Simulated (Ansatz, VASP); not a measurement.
## Na in VASP and in Ansatz

Contents of INCAR:

```
PREC = Accurate
ENCUT = 520
EDIFF = 1E-6
ISMEAR = -1
SIGMA = 0.1
LREAL = False
LASPH = True
NELM = 100
ALGO = Normal
ISIF = 2
LWAVE = False
LCHARG = False
GGA = PS
NBANDS = 14
```

The input KPOINTS:

```
Automatic mesh
0
Gamma
  11 11 6
```

POSCAR

```
Na
1.0
    3.6181003026      0.0000000000      0.0000000000
   -1.8090501513      3.1333667755      0.0000000000
    0.0000000000      0.0000000000      5.9082150679
Na
2
Direct
    0.3333333333      0.6666666667      0.2500000000
    0.6666666667      0.3333333333      0.7500000000
```

Input for Ansatz:

```yaml
crystal:
  lattice:
    - [3.6181003026, 0.0, 0.0]
    - [-1.8090501513, 3.1333667755, 0.0]
    - [0.0, 0.0, 5.9082150679]
  atoms:
    - { symbol: Na, position: [0.3333333333, 0.6666666667, 0.25] }
    - { symbol: Na, position: [0.6666666667, 0.3333333333, 0.75] }
hamiltonian:
  xc: pbesol
  pseudopotentials:
    kind: paw
    azcp:
      Na: "pseudopotentials/Na.paw.azcp"
basis:
  ecutwfc: 420
  fft_grid_basis: typed
kpoints:
  mp_grid: { grid: [11, 11, 6], shift: [0, 0, 0] }
magnetization:
  spin_polarized: false
scf:
  occupations: { method: fermi_dirac, width: 0.1 }
  lower_state_search: "off"
output:
  stress: true
  write_density: true
  write_potential: true
  elf: true
  volumetric_format: npy
```

Alike in both runs: task single point; functional PBEsol; k mesh 11 × 11 × 6; occupations fermi-dirac, width 0.1 eV; no spin polarisation.

```csv
,VASP,Ansatz
version,VASP 6.6.1,Ansatz 0.2.0
potentials or method,"VASP PAW PBE potentials, release 64 (Na_pv), cutoff 520 eV","plane waves (420 eV) with PAW, scalar-relativistic"
valence electrons in the cell,14,18
```

```tsv
	VASP	Ansatz	Ansatz less VASP
pressure (GPa)	0.8	0.8	0.00
traceless stress, the component that is largest in VASP (GPa)	0.13	0.13	+0.001
```

VASP's potentials were made for PBE, not for PBEsol, and Ansatz warns of the same on its side. With one functional, cell and mesh, what is left measures potentials, basis and numerics. VASP's potentials hold 14 valence electrons a cell and Ansatz's 18, so a difference there can come from the potentials and not from the codes.
